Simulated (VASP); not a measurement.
TiC, 2 atoms in the cell. The structure is tetragonal, space group P4/mmm (No. 123). The conventional cell has a = 2.618 Å, b = 2.618 Å, c = 2.894 Å, α = 90.00°, β = 90.00°, γ = 90.00°. Within 3.1 Å of Ti (site symmetry 4/mmm) lie 8 C at 2.35 Å and 6 Ti at 2.62 to 2.89 Å. C (site symmetry 4/mmm) has 8 Ti at 2.35 Å and 6 C at 2.62 to 2.89 Å within 3.1 Å. 

| Property | Result |
| --- | --- |
| Program | VASP 6.6.1 |
| Task | single point |
| Functional | PBE |
| Potentials or basis | VASP PAW PBE potentials, release 64 (Ti_sv, C) |
| Cutoff | 600 eV |
| k mesh | 7 × 7 × 5 |
| Occupations | fermi-dirac, width 0.1 eV |
| Spin | no spin polarisation |
| Dipole correction | no |
| Further INCAR settings | ALGO = Normal; EDIFF = 1e-06; NBANDS = 15 |

Potentials or basis: VASP PAW PBE potentials, release 64 (Ti_sv, C).

The run is started by

```console
$ cat potpaw_PBE.64/Ti_sv/POTCAR potpaw_PBE.64/C/POTCAR > POTCAR
$ mpirun -np 1 vasp_std > vasp.out
```

Hardware: 1 thread of Intel(R) Xeon(R) 6975P-C (Granite Rapids), on a shared host.

**Question.** How long does it take, and how much memory?

**Answer.** Run time: 11 s on 1 thread of Intel(R) Xeon(R) 6975P-C (Granite Rapids), on a shared host, peak memory 0.14 GiB. Counts: scf iterations 15, k points 30.
